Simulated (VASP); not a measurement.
# Te2Mo (P6_3/mmc) in VASP: notebook

Aim: see how the results for Te2Mo move with the level of theory and the settings. Levels: r2SCAN, PBE. Tasks: single point.

Everything below comes from runs of VASP 6.6.1. Logs are shortened: lines on timing, memory, paths and dates and some standing lists are left out, and cuts for length are marked.

## Step 1: The cell of the first run

It takes space group P6_3/mmc (No. 194, hexagonal). The conventional cell has a = 3.542 Å, b = 3.542 Å, c = 13.610 Å, α = 90.00°, β = 90.00°, γ = 120.00°. Mo (site symmetry -6m2) has 6 Te at 2.71 Å and 6 Mo at 3.54 Å within 3.6 Å. Within 3.6 Å of Te (site symmetry 3m) lie 3 Mo at 2.71 Å and 7 Te at 3.54 to 3.57 Å.

## Step 2: Single point, r2SCAN (uniaxial z strain -4.0%)

File POSCAR:

```
Te2Mo
1.0
    3.5421311455      0.0000000000      0.0000000000
   -1.7710655727      3.0675755555      0.0000000000
    0.0000000000      0.0000000000     13.6096050876
Mo Te
2 4
Direct
    0.3333333333      0.6666666667      0.2500000000
    0.6666666667      0.3333333333      0.7500000000
    0.6666666667      0.3333333333      0.3811087266
    0.6666666667      0.3333333333      0.1188912734
    0.3333333333      0.6666666667      0.8811087266
    0.3333333333      0.6666666667      0.6188912734
```

File INCAR.step1:

```
SYSTEM = Te2Mo
PREC = Accurate
ENCUT = 520
ISMEAR = 0
SIGMA = 0.01
LREAL = .False.
LASPH = .True.
NELM = 60
NBANDS = 35
GGA = PE
ALGO = Normal
EDIFF = 1E-4
LWAVE = .True.
LCHARG = .False.
```

File INCAR.step2:

```
SYSTEM = Te2Mo
PREC = Accurate
ENCUT = 520
EDIFF = 1E-7
ISMEAR = 0
SIGMA = 0.01
LREAL = .False.
LASPH = .True.
NELM = 60
ALGO = Normal
ISIF = 2
LWAVE = .False.
LCHARG = .True.
METAGGA = R2SCAN
LMIXTAU = .True.
LELF = .True.
LVHAR = .True.
NBANDS = 35
ISTART = 1
```

File KPOINTS:

```
regular mesh
0
Gamma
  12 12 2
  0 0 0
```

Potentials or basis: VASP PAW PBE potentials, release 64 (Mo_sv, Te).

Run with:

```console
$ cat potpaw_PBE.64/Mo_sv/POTCAR potpaw_PBE.64/Te/POTCAR > POTCAR
$ cp INCAR.step1 INCAR
$ mpirun -np 1 vasp_std > vasp.out
$ cp INCAR.step2 INCAR
$ mpirun -np 1 vasp_std > vasp.out
```

OUTCAR:

```text
SYSTEM = Te2Mo
   PREC = Accurate
   ENCUT = 520
   EDIFF = 1E-7
   ISMEAR = 0
   LREAL = .False.
   LASPH = .True.
   NELM = 60
   ISIF = 2
   METAGGA = R2SCAN
   ISTART = 1

 ion  position               nearest neighbor table
   1  0.333  0.667  0.250-   3 2.71   4 2.71   3 2.71   4 2.71   3 2.71   4 2.71
   2  0.667  0.333  0.750-   5 2.71   6 2.71   5 2.71   6 2.71   5 2.71   6 2.71
   3  0.667  0.333  0.381-   1 2.71   1 2.71   1 2.71   4 3.57
   4  0.667  0.333  0.119-   1 2.71   1 2.71   1 2.71   3 3.57
   5  0.333  0.667  0.881-   2 2.71   2 2.71   2 2.71   6 3.57
   6  0.333  0.667  0.619-   2 2.71   2 2.71   2 2.71   5 3.57

  LATTYP: Found a hexagonal cell.
 ALAT       =     3.5421311455
 C/A-ratio  =     3.8422081308

  Lattice vectors:

 A1 = (   3.5421311455,   0.0000000000,   0.0000000000)
 A2 = (  -1.7710655727,   3.0675755555,   0.0000000000)
 A3 = (   0.0000000000,   0.0000000000,  13.6096050876)

Analysis of symmetry for initial positions (statically):
=====================================================================
 Subroutine PRICEL returns:
 Original cell was already a primitive cell.

 Routine SETGRP: Setting up the symmetry group for a
 hexagonal supercell.

 Subroutine GETGRP returns: Found 24 space group operations
 (whereof 12 operations were pure point group operations)
 out of a pool of 24 trial point group operations.

The static configuration has the point symmetry D_3d.
 The point group associated with its full space group is D_6h.

Analysis of symmetry for dynamics (positions and initial velocities):
=====================================================================
 Subroutine PRICEL returns:
 Original cell was already a primitive cell.

 Routine SETGRP: Setting up the symmetry group for a
 hexagonal supercell.

 Subroutine GETGRP returns: Found 24 space group operations
 (whereof 12 operations were pure point group operations)
 out of a pool of 24 trial point group operations.

The dynamic configuration has the point symmetry D_3d.
 The point group associated with its full space group is D_6h.

 Subroutine INISYM returns: Found 24 space group operations
 (whereof 12 operations are pure point group operations),
 and found     1 'primitive' translations

----------------------------------------------------------------------------------------

                                     Primitive cell

  volume of cell :     147.8786

  direct lattice vectors                    reciprocal lattice vectors
     3.542131145  0.000000000  0.000000000     0.282315916  0.162995170  0.000000000
    -1.771065573  3.067575555  0.000000000     0.000000000  0.325990341  0.000000000
     0.000000000  0.000000000 13.609605088     0.000000000  0.000000000  0.073477518

  length of vectors
     3.542131145  3.542131145 13.609605088     0.325990341  0.325990341  0.073477518

  position of ions in fractional coordinates (direct lattice)
     0.333333333  0.666666667  0.250000000
     0.666666667  0.333333333  0.750000000
     0.666666667  0.333333333  0.381108727
     0.666666667  0.333333333  0.118891273
     0.333333333  0.666666667  0.881108727
     0.333333333  0.666666667  0.618891273

  ion indices of the primitive-cell ions
   primitive index   ion index
                 1           1
                 2           2
                 3           3
                 4           4
                 5           5
                 6           6

----------------------------------------------------------------------------------------

 KPOINTS: regular mesh

Automatic generation of k-mesh.
 Grid dimensions read from file:
 generate k-points for:   12   12    2

 Generating k-lattice:

  Cartesian coordinates                     Fractional coordinates (reciprocal lattice)
     0.023526326  0.013582931  0.000000000     0.083333333  0.000000000  0.000000000
     0.000000000  0.027165862  0.000000000     0.000000000  0.083333333  0.000000000
     0.000000000  0.000000000  0.036738759     0.000000000  0.000000000  0.500000000

  Length of vectors
     0.027165862  0.027165862  0.036738759

  Shift w.r.t. Gamma in fractional coordinates (k-lattice)
     0.000000000  0.000000000  0.000000000

 Subroutine IBZKPT returns following result:
 ===========================================

 Found     38 irreducible k-points:

 Following reciprocal coordinates:
            Coordinates               Weight
  0.000000  0.000000  0.000000      1.000000
  0.083333  0.000000  0.000000      6.000000
  0.166667 -0.000000  0.000000      6.000000
  0.250000  0.000000  0.000000      6.000000
  0.333333  0.000000  0.000000      6.000000
  0.416667 -0.000000  0.000000      6.000000
[... 16 lines left out ...]
  0.250000  0.000000  0.500000      6.000000
  0.333333  0.000000  0.500000      6.000000
 [... further k-points ...]
   k-points           NKPTS =     38   k-points in BZ     NKDIM =     38   number of bands    NBANDS=     35
   number of dos      NEDOS =    301   number of ions     NIONS =      6
   total plane-waves  NPLWV =  84672
   dimension x,y,z NGX =    28 NGY =   28 NGZ =  108
   dimension x,y,z NGXF=    56 NGYF=   56 NGZF=  216
   ions per type =               2   4
   NGX,Y,Z   is equivalent  to a cutoff of  13.14, 13.14, 13.19 a.u.
   NGXF,Y,Z  is equivalent  to a cutoff of  26.28, 26.28, 26.39 a.u.
 SYSTEM =  Te2Mo
   PREC   = accura    normal or accurate (medium, high low for compatibility)
   ISTART =      1    job   : 0-new  1-cont  2-samecut
   ICHARG =      0    charge: 1-file 2-atom 10-const
   ISPIN  =      1    spin polarized calculation?
   LNONCOLLINEAR =      F non collinear calculations
   LSORBIT =      F    spin-orbit coupling
   LASPH  =      T    aspherical Exc in radial PAW
   ENCUT  =  520.0 eV  38.22 Ry    6.18 a.u.   6.59  6.59 25.30*2*pi/ulx,y,z
   NELM   =     60;   NELMIN=  2; NELMDL=  0     # of ELM steps
   EDIFF  = 0.1E-06   stopping-criterion for ELM
   LREAL  =      F    real-space projection
   EDIFFG = 0.1E-05   stopping-criterion for IOM
   NSW    =      0    number of steps for IOM
   IBRION =     -1    ionic relax: 0-MD 1-quasi-New 2-CG
   NFREE  =      0    steps in history (QN), initial steepest desc. (CG)
   ISIF   =      2    stress and relaxation
   ISYM   =      2    0-nonsym 1-usesym 2-fastsym
   POTIM  = 0.5000    time-step for ionic-motion
   TEBEG  =    0.0;   TEEND  =   0.0 temperature during run
   PSTRESS=    0.0 pullay stress
   NELECT =      52.0000    total number of electrons
   NUPDOWN=      -1.0000    fix difference up-down
   EMIN   =  10.00;   EMAX   =-10.00  energy-range for DOS
   EFERMI =   0.00;   METHOD = LEGACY
   ISMEAR =     0;   SIGMA  =   0.01  broadening in eV -4-tet -1-fermi 0-gaus
   EFERMI_NEDOS =   21; number of points for ismear=-14 and -15
   IALGO  =     38    algorithm
   IMIX   =      4    mixing-type and parameters
     AMIX     =   0.40;   BMIX     =  1.00
     AMIX_MAG =   1.60;   BMIX_MAG =  1.00
  volume/ion in A,a.u.               =      24.65       166.32
  Fermi-wavevector in a.u.,A,eV,Ry     =   1.155511  2.183599 18.166580  1.335206
  Thomas-Fermi vector in A             =   2.292139
   LORBIT       =      0    0 simple, 1 ext, 2 COOP (PROOUT), +10 PAW based schemes
   METAGGA = R2SCAN    functional components
   LHFCALC =     F    Hartree Fock is set to
   AEXX    =    0.0000 exact exchange contribution
   IVDW    =     0    specifies the selected vdW correction
   LEPSILON=     F    determine dielectric tensor
   LRPA    =     F    only Hartree local field effects (RPA)
 non-spin polarized calculation
 Gauss-broadening in eV      SIGMA  =   0.01
  energy-cutoff  :      520.00
  volume of cell :      147.88
 maximum number of plane-waves:      4059
 NGX is ok and might be reduce to    28
   NGX = 13   NGY = 13   NGZ = 51

 number of electron      52.0000003 magnetization

 Free energy of the ion-electron system (eV)
  ---------------------------------------------------
  ext. energy  EPLUGINS =         0.00000000
  ---------------------------------------------------
  free energy    TOTEN  =      -155.54097309 eV

  energy without entropy =     -155.54097309  energy(sigma->0) =     -155.54097309

 E-fermi :   8.5576     XC(G=0): -11.1165

 val. band max:        8.4196071547   @ k =   0.0000   0.0000   0.0000
 cond. band min:       9.1152321780   @ k =   0.2500   0.1667   0.0000
 fundamental gap:      0.6956250233
 Fermi energy:         8.5575704324

 k-point     1 :       0.0000    0.0000    0.0000
  band No.  band energies     occupation
      1     -54.5485      2.00000
      2     -54.5485      2.00000
      3     -27.9783      2.00000
      4     -27.9783      2.00000
      5     -27.8832      2.00000
      6     -27.8832      2.00000
[... 27 lines left out ...]
     34      11.7347      0.00000
     35      14.5682      0.00000

 k-point     2 :       0.0833    0.0000    0.0000
  band No.  band energies     occupation
      1     -54.5478      2.00000
      2     -54.5478      2.00000
      3     -27.9763      2.00000
      4     -27.9762      2.00000
      5     -27.8923      2.00000
      6     -27.8923      2.00000
[... 27 lines left out ...]
     34      11.5433      0.00000
     35      15.0326      0.00000

 k-point     3 :       0.1667   -0.0000    0.0000
  band No.  band energies     occupation
      1     -54.5459      2.00000
      2     -54.5459      2.00000
      3     -27.9706      2.00000
      4     -27.9706      2.00000
      5     -27.9170      2.00000
      6     -27.9170      2.00000
[... 27 lines left out ...]
     34      11.7459      0.00000
     35      15.2802      0.00000
[... 723 lines left out ...]
 k-point    23 :       0.2500    0.0000    0.5000
  band No.  band energies     occupation
      1     -54.5434      2.00000
      2     -54.5434      2.00000
      3     -27.9628      2.00000
      4     -27.9628      2.00000
      5     -27.9506      2.00000
      6     -27.9506      2.00000
[... 27 lines left out ...]
     34      11.7643      0.00000
     35      14.7146      0.00000

 k-point    24 :       0.3333    0.0000    0.5000
  band No.  band energies     occupation
      1     -54.5408      2.00000
      2     -54.5408      2.00000
      3     -27.9840      2.00000
      4     -27.9840      2.00000
      5     -27.9551      2.00000
      6     -27.9551      2.00000
[... 27 lines left out ...]
     34      11.8663      0.00000
     35      13.7485      0.00000

 [... further k-points ...]

------------------------ aborting loop because EDIFF is reached ----------------------------------------

  FORCE on cell =-STRESS in cart. coord.  units (eV):
  Direction    XX          YY          ZZ          XY          YZ          ZX
  --------------------------------------------------------------------------------------
  -------------------------------------------------------------------------------------
  Total        1.8746614      1.8746614      3.5725439      0.0000000      0.0000000     -0.0000000
  in kB       20.3108446     20.3108446     38.7063950      0.0000000      0.0000000     -0.0000000
  external PRESSURE =      26.4426948 kB  Pullay stress =       0.0000000 kB

 VOLUME and BASIS-vectors are now :
 -----------------------------------------------------------------------------
  energy-cutoff  :      520.00
  volume of cell :      147.88
      direct lattice vectors                 reciprocal lattice vectors
     3.542131145  0.000000000  0.000000000     0.282315916  0.162995170  0.000000000
    -1.771065573  3.067575555  0.000000000     0.000000000  0.325990341  0.000000000
     0.000000000  0.000000000 13.609605088     0.000000000  0.000000000  0.073477518

 POSITION                                       TOTAL-FORCE (eV/Angst)
 -----------------------------------------------------------------------------------
     -0.00000      2.04505      3.40240         0.000000     -0.000000      0.000000
      1.77107      1.02253     10.20720        -0.000000      0.000000      0.000000
      1.77107      1.02253      5.18674        -0.000000      0.000000     -0.004944
      1.77107      1.02253      1.61806        -0.000000      0.000000      0.004944
     -0.00000      2.04505     11.99154        -0.000000     -0.000000     -0.004944
     -0.00000      2.04505      8.42287         0.000000     -0.000000      0.004944
 -----------------------------------------------------------------------------------
    total drift:                               -0.000000      0.000000     -0.000000

  FREE ENERGIE OF THE ION-ELECTRON SYSTEM (eV)
  ---------------------------------------------------
  free  energy   TOTEN  =      -155.5409730898 eV

  energy  without entropy=     -155.5409730898  energy(sigma->0) =     -155.54097309
```

Wall time 8 min (1 thread of Intel Xeon 6975P-C (Granite Rapids), shared host); peak memory 0.41 GiB.

Results:

- Free energy: -155.5410 eV
- Pressure: 2.6 GPa
- Largest force: 0.005 eV/Å
- Band gap on the k mesh: 0.70 eV, indirect (least direct gap 1.05 eV)

Forces in eV/Å, atoms in the order of the input:
```
Mo   0.000  0.000  0.000
Mo   0.000  0.000  0.000
Te   0.000  0.000 -0.005
Te   0.000  0.000  0.005
Te   0.000  0.000 -0.005
Te   0.000  0.000  0.005
```

Caveat: the cell differs from its parent crystal (uniaxial z strain -4.0%); the PAW data sets were made with another functional, which shifts forces and pressure a little; spin-orbit coupling is left out, which moves the levels of the heavy elements. A k mesh can miss the band edges.

## Step 3: Single point, r2SCAN (uniaxial z strain -3.0%)

File POSCAR:

```
Te2Mo
1.0
    3.5421311455      0.0000000000      0.0000000000
   -1.7710655727      3.0675755555      0.0000000000
    0.0000000000      0.0000000000     13.7513718072
Mo Te
2 4
Direct
    0.3333333333      0.6666666667      0.2500000000
    0.6666666667      0.3333333333      0.7500000000
    0.6666666667      0.3333333333      0.3799782795
    0.6666666667      0.3333333333      0.1200217205
    0.3333333333      0.6666666667      0.8799782795
    0.3333333333      0.6666666667      0.6200217205
```

File INCAR.step1:

```
SYSTEM = Te2Mo
PREC = Accurate
ENCUT = 520
ISMEAR = 0
SIGMA = 0.01
LREAL = .FALSE.
LASPH = .TRUE.
NELM = 80
NBANDS = 35
GGA = PE
ALGO = Normal
EDIFF = 1E-4
LWAVE = .TRUE.
LCHARG = .FALSE.
```

File INCAR.step2:

```
SYSTEM = Te2Mo
PREC = Accurate
ENCUT = 520
EDIFF = 1E-6
ISMEAR = 0
SIGMA = 0.01
LREAL = .FALSE.
LASPH = .TRUE.
NELM = 80
ALGO = Normal
ISIF = 2
LWAVE = .FALSE.
LCHARG = .FALSE.
METAGGA = R2SCAN
LMIXTAU = .TRUE.
NBANDS = 35
ISTART = 1
```

File KPOINTS:

```
regular mesh
0
G
  12 12 2
  0 0 0
```

Potentials or basis: VASP PAW PBE potentials, release 64 (Mo_sv, Te).

Run with:

```console
$ cat potpaw_PBE.64/Mo_sv/POTCAR potpaw_PBE.64/Te/POTCAR > POTCAR
$ cp INCAR.step1 INCAR
$ mpirun -np 1 vasp_std > vasp.out
$ cp INCAR.step2 INCAR
$ mpirun -np 1 vasp_std > vasp.out
```

It took 6.1 min on 1 thread of Intel Xeon 6975P-C (Granite Rapids), shared host; peak memory 0.4 GiB.

It converged, with:

* Free energy: -155.5747 eV
* Pressure: 2.2 GPa
* Largest force: 0.004 eV/Å
* Band gap on the k mesh: 0.76 eV, indirect (least direct gap 1.06 eV)

Forces in eV/Å, atoms in the order of the input:
```
Mo   0.000  0.000  0.000
Mo   0.000  0.000  0.000
Te   0.000  0.000 -0.004
Te   0.000  0.000  0.004
Te   0.000  0.000 -0.004
Te   0.000  0.000  0.004
```

Stress tensor (GPa, compression positive):
```
1.81 0.00 0.00
0.00 1.81 0.00
0.00 0.00 3.07
```

Levels at points of the mesh, in eV from the valence-band top:
| k point | band 22 | band 23 | band 24 | band 25 | band 26 | band 27 | band 28 | band 29 | band 30 | band 31 |
| --- | --- | --- | --- | --- | --- | --- | --- | --- | --- | --- |
| (0.00, 0.00, 0.00) | -1.30 | -1.30 | -1.12 | -0.29 | 0.00 | 2.80 | 2.80 | 2.96 | 2.96 | 3.05 |
| (0.50, 0.00, 0.00) | -1.99 | -1.18 | -1.09 | -0.95 | -0.62 | 1.15 | 1.23 | 1.42 | 1.73 | 2.74 |
| (0.00, 0.00, 0.50) | -1.32 | -1.32 | -1.32 | -0.07 | -0.07 | 2.84 | 2.84 | 2.84 | 2.84 | 3.23 |
| (0.50, 0.00, 0.50) | -2.13 | -1.12 | -1.12 | -0.79 | -0.79 | 1.18 | 1.18 | 1.60 | 1.60 | 3.19 |

Caveat: the cell differs from its parent crystal (uniaxial z strain -3.0%); the PAW data sets were made with another functional, which shifts forces and pressure a little; spin-orbit coupling is left out, which moves the levels of the heavy elements.

[end of part 1 of 2]
